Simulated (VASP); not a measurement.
Crystal: Ti.

```xyz
2
Lattice="2.9391 0.0000 0.0000 -1.4695 2.5453 0.0000 0.0000 0.0000 4.6560" Properties=species:S:1:pos:R:3 pbc="T T T"
Ti    0.0000    1.6969    1.1640
Ti    1.4695    0.8484    3.4920
```

Base run:

| Property | Result |
| --- | --- |
| Program | VASP 6.6.1 |
| Functional | PBE |
| Potentials or basis | VASP PAW PBE potentials, release 64 (Ti_sv) |
| Cutoff | 520 eV |
| k mesh | 12 × 12 × 7 |
| Occupations | gaussian, width 1 eV |
| Spin | no spin polarisation |

Its results: band gap on the k mesh zero (band 12 reaches 9.14 eV, above the bottom of band 13 at 8.05 eV); pressure 3.6 GPa.

Problem. After a change of settings the same cell gave: band gap on the k mesh zero (band 12 reaches 9.10 eV, above the bottom of band 13 at 8.02 eV); pressure 0.9 GPa. Which change was it?
A. k mesh from 12 × 12 × 7 to 3 × 3 × 2; occupations from gaussian, width 1 eV to fermi-dirac, width 0.1 eV
B. k mesh from 12 × 12 × 7 to 8 × 8 × 4; occupations from gaussian, width 1 eV to fermi-dirac, width 0.1 eV
C. k mesh from 12 × 12 × 7 to 6 × 6 × 4; occupations from gaussian, width 1 eV to fermi-dirac, width 0.1 eV
D. occupations from gaussian, width 1 eV to gaussian, width 0.6 eV

Solution. D.
